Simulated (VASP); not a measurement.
## SrLi3: single point with PBE

Crystal: SrLi3.

```xyz
4
Lattice="4.0692 0.0000 0.0000 0.0000 4.0692 0.0000 0.0000 0.0000 4.0692" Properties=species:S:1:pos:R:3 pbc="T T T"
Li    0.0000    2.0346    2.0346
Li    2.0346    0.0000    2.0346
Li    2.0346    2.0346    0.0000
Sr    0.0000    0.0000    0.0000
```

* Program: VASP 6.6.1
* Task: single point
* Functional: PBE
* Potentials or basis: VASP PAW PBE potentials, release 64 (Li_sv, Sr_sv)
* Cutoff: 520 eV
* k mesh: 4 × 4 × 4
* Occupations: gaussian, width 0.1 eV
* Spin: no spin polarisation
* Dipole correction: no
* Further INCAR settings: ALGO = Normal; EDIFF = 1e-07; NBANDS = 18

```yaml
Band_gap_on_the_k_mesh: zero (an odd number of electrons rules out a gap without spin polarisation)
```

Levels at points of the mesh, in eV from the Fermi level:
```tsv
k point	band 7	band 8	band 9	band 10	band 11	band 12
(0.00, 0.00, 0.00)	-17.75	-4.49	0.18	0.18	1.79	1.79
(0.50, 0.00, 0.00)	-17.72	-3.01	-2.06	-0.11	0.60	0.60
(0.50, 0.50, 0.00)	-17.70	-2.34	-1.88	0.15	0.15	1.54
(0.50, 0.50, 0.50)	-17.93	-0.98	-0.02	-0.02	-0.02	0.73
```

Run time: 20 s on 1 thread of Oxide Virtual Turin-like Processor (shared host), peak memory 0.13 GiB.

Caveat: the k points lie up to 0.39 Å⁻¹ apart, too coarse for converged energies and pressures of a metal.
